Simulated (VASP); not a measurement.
Input of a VASP 6.6.1 run:

The input INCAR:

```
PREC = Accurate ; ENCUT = 520
EDIFF = 1E-7 ; ISMEAR = 0
SIGMA = 0.1 ; LREAL = False
LASPH = True ; NELM = 80
ALGO = Normal ; ISIF = 2
LWAVE = False ; LCHARG = False
GGA = PE ; NBANDS = 20
```

The input KPOINTS:

```
Automatic mesh
0
Gamma
  4 4 6
```

Contents of POSCAR:

```
LiAlH3
1.0
    5.1172125994      0.0000000000      0.0000000000
    0.0000000000      5.1172125994      0.0000000000
    0.0000000000      0.0000000000      3.6879559081
Li Al H
2 2 6
Direct
    0.0000000000      0.5000000000      0.5000000000
    0.5000000000      0.0000000000      0.5000000000
    0.5000000000      0.5000000000      0.0000000000
    0.0000000000      0.0000000000      0.0000000000
    0.8243706118      0.3243706118      0.0000000000
    0.6756293882      0.8243706118      0.0000000000
    0.5000000000      0.5000000000      0.5000000000
    0.1756293882      0.6756293882      0.0000000000
    0.3243706118      0.1756293882      0.0000000000
    0.0000000000      0.0000000000      0.5000000000
```

Potentials or basis: VASP PAW PBE potentials, release 64 (Li_sv, Al, H).

Run with:

```bash
$ cat potpaw_PBE.64/Li_sv/POTCAR potpaw_PBE.64/Al/POTCAR potpaw_PBE.64/H/POTCAR > POTCAR
$ mpirun -np 1 vasp_std > vasp.out
```

Problem. Estimate the band gap on the k mesh.

Solution. Zero (bands 9 and 10 overlap by 3.45 eV).

Forces on the atoms (eV/Å):
```
Li   0.000  0.000  0.000
Li   0.000  0.000  0.000
Al   0.000  0.000  0.000
Al   0.000  0.000  0.000
H   -0.002 -0.002  0.000
H    0.002 -0.002  0.000
H    0.000  0.000  0.000
H    0.002  0.002  0.000
H   -0.002  0.002  0.000
H    0.000  0.000  0.000
```
